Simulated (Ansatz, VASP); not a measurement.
# One calculation of AlCu, two programs

```
CELL_PARAMETERS angstrom
2.99751 0.03747 0.00000
0.03747 2.99751 0.00000
0.00000 0.00000 2.99751
ATOMIC_POSITIONS crystal
Al 0.00000 0.00000 0.00000
Cu 0.50000 0.50000 0.50000
```

Change from the starting cell: strain +0.0250 x Voigt [0, 0, 0, 0, 0, 1], atoms carried along.

Alike in both runs: task single point; functional PBEsol; k mesh 16 × 16 × 16; occupations gaussian, width 0.15 eV; no spin polarisation.

```csv
,VASP,Ansatz
version,VASP 6.6.1,Ansatz 0.2.0
potentials or method,"VASP PAW PBE potentials, release 64 (Al, Cu), cutoff 520 eV","scalar-relativistic, plane waves, PAW"
valence electrons in the cell,14,22
```

Ansatz gave:

```
gap on the k mesh at the Fermi level (eV)                     : none
pressure (GPa)                                                : -4.7
traceless stress, the component that is largest in VASP (GPa) : -0.80
```

Question: Estimate VASP's values.

Answer: gap on the k mesh at the Fermi level (eV): none; pressure (GPa): -4.3; traceless stress, the component that is largest in VASP (GPa): -0.80.

VASP's potentials were made for PBE, not for PBEsol. A gap of «none» marks a metal or a gap that the smearing closes. The functional is the same, so the differences come from potentials, cutoffs and numerics. VASP's potentials hold 14 valence electrons a cell and Ansatz's 22, so a difference there can come from the potentials and not from the codes.
